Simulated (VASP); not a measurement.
A run of VASP 6.6.1:

File POSCAR:

```
AlN
1.0
    2.1849006262     -2.1849006262      0.0000000000
    2.1849006262      0.0000000000     -2.1849006262
    9.8320528178      8.1933773482      8.1933773482
Al N
6 6
Direct
    0.9010500000     -0.0989500000      0.3958000000
    0.2760500000      0.2760500000      0.2291333333
    0.5260500000      0.5260500000      0.5624666667
    0.7760500000      0.7760500000      0.8958000000
    0.1510500000      0.1510500000      0.7291333333
    0.6510500000      0.6510500000      0.0624666667
    0.5573000000      0.5573000000      0.4374666667
    0.9323000000      0.9323000000      0.2708000000
    0.1823000000      0.1823000000      0.6041333333
    0.4323000000      0.4323000000      0.9374666667
   -0.1927000000     -0.1927000000      0.7708000000
    0.3073000000      0.3073000000      0.1041333333
```

The input INCAR.step1:

```
PREC = Accurate
ENCUT = 520
ISMEAR = 0
SIGMA = 0.05
LREAL = F
LASPH = T
NELM = 100
NBANDS = 36
GGA = PE
ALGO = Normal
EDIFF = 1E-4
LWAVE = T
LCHARG = F
```

The input INCAR.step2:

```
PREC = Accurate
ENCUT = 520
EDIFF = 1E-6
ISMEAR = 0
SIGMA = 0.05
LREAL = F
LASPH = T
NELM = 100
ALGO = Normal
ISIF = 2
LWAVE = F
LCHARG = F
METAGGA = R2SCAN
LMIXTAU = T
NBANDS = 36
ISTART = 1
```

Contents of KPOINTS:

```
Automatic mesh
0
Gamma
  8 8 2
```

Potentials or basis: VASP PAW PBE potentials, release 64 (Al, N).

Launch:

```bash
$ cat potpaw_PBE.64/Al/POTCAR potpaw_PBE.64/N/POTCAR > POTCAR
$ cp INCAR.step1 INCAR
$ mpirun -np 1 vasp_std > vasp.out
$ cp INCAR.step2 INCAR
$ mpirun -np 1 vasp_std > vasp.out
```

Hardware: 1 thread of Oxide Virtual Turin-like Processor, with other jobs on the host.

Task: Estimate the wall time of this run.

Result: Run time: 19 min on 1 thread of Oxide Virtual Turin-like Processor, with other jobs on the host, peak memory 0.31 GiB. Counts: k points 42.
